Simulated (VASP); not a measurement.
Write the native input for VASP 6.6.1 that does the following.

* Task: relaxation of cell and atoms
* Functional: PBEsol
* Potentials or basis: VASP PAW PBE potentials, release 64 (Na_pv, Cl)
* Cutoff: 600 eV
* k mesh: 6 × 6 × 6
* Occupations: gaussian, width 0.01 eV
* Spin: no spin polarisation
* Dipole correction: no
* Further INCAR settings: ALGO = Normal; EDIFF = 1e-06; IBRION = 2; EDIFFG = -0.001; NSW = 80; ISIF = 3

The structure of NaCl lies in POSCAR:

```
NaCl
1.0
    3.4471502788      0.0000000000      0.0000000000
    0.0000000000      3.4471502788      0.0000000000
    0.0000000000      0.0000000000      3.4471502788
Na Cl
1 1
Direct
    0.0000000000      0.0000000000      0.0000000000
    0.5000000000      0.5000000000      0.5000000000
```

The input as run:

INCAR

```
PREC = Accurate
ENCUT = 600
EDIFF = 1E-6
ISMEAR = 0
SIGMA = 0.01
LREAL = F
LASPH = T
NELM = 80
ALGO = Normal
ISIF = 3
LWAVE = F
LCHARG = F
GGA = PS
IBRION = 2
NSW = 80
EDIFFG = -0.001
```

KPOINTS

```
regular mesh
0
Gamma
  6 6 6
```

Potentials or basis: VASP PAW PBE potentials, release 64 (Na_pv, Cl).

Run with:

```console
$ cat potpaw_PBE.64/Na_pv/POTCAR potpaw_PBE.64/Cl/POTCAR > POTCAR
$ mpirun -np 1 vasp_std > vasp.out
```

Results of the run:

| Quantity | Value |
| --- | --- |
| Relaxed volume | 20.49 Å³/atom |
| Relaxed cell | a = 3.448 Å, b = 3.448 Å, c = 3.448 Å, α = 90.00°, β = 90.00°, γ = 90.00° |
| Space group after relaxing (to 0.05 Å) | Pm-3m (No. 221) |
| Energy gained by relaxing | 0.0 meV/atom |
| Ionic steps | 2 |
| Pressure after relaxing | 0.0 GPa |
| Band gap on the k mesh | 3.99 eV, indirect (least direct gap 4.53 eV) |

Caveat: the PAW data sets were made with another functional, which shifts forces and pressure a little.

Wall time 11 s on 1 thread of AMD EPYC 7R13, with other jobs on the host, peak memory 0.15 GiB.
